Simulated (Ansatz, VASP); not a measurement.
ZnCd3O4: VASP beside Ansatz

```
Zn Cd O
1.0
     3.51712    0.00000    0.00000
     0.00000    3.51712    0.00000
     0.00000    0.00000   10.10210
Zn Cd O
1 3 4
Direct
  0.50000 0.50000 0.00000
  0.00000 0.00000 0.76680
  0.00000 0.00000 0.23320
  0.50000 0.50000 0.50000
  0.50000 0.00000 0.90048
  0.00000 0.50000 0.09952
  0.50000 0.00000 0.36656
  0.00000 0.50000 0.63344
```

Alike in both runs: functional PBE; k mesh 10 × 10 × 4; occupations gaussian, width 0.1 eV; no spin polarisation.

Ansatz relaxed the structure, and its values are those at the end. VASP's run is a single point on that final structure, the one shown.

|  | VASP | Ansatz |
| --- | --- | --- |
| version | VASP 6.6.1 | Ansatz 0.2.0 |
| potentials or method | VASP PAW PBE potentials, release 64 (Zn, Cd, O), cutoff 520 eV | scalar-relativistic, plane waves, PAW |
| valence electrons in the cell | 72 | 96 |

Ansatz gave:

* gap on the k mesh at the Fermi level (eV): none
* pressure (GPa): 0.0
* rms of the force components (eV/Å): 0.002

Q: Estimate VASP's values.

A: gap on the k mesh at the Fermi level (eV): none; pressure (GPa): 1.1; rms of the force components (eV/Å): 0.012.

A gap of «none» marks a metal or a gap that the smearing closes. The functional is the same, so the differences come from potentials, cutoffs and numerics. VASP's potentials hold 72 valence electrons a cell and Ansatz's 96, so a difference there can come from the potentials and not from the codes.
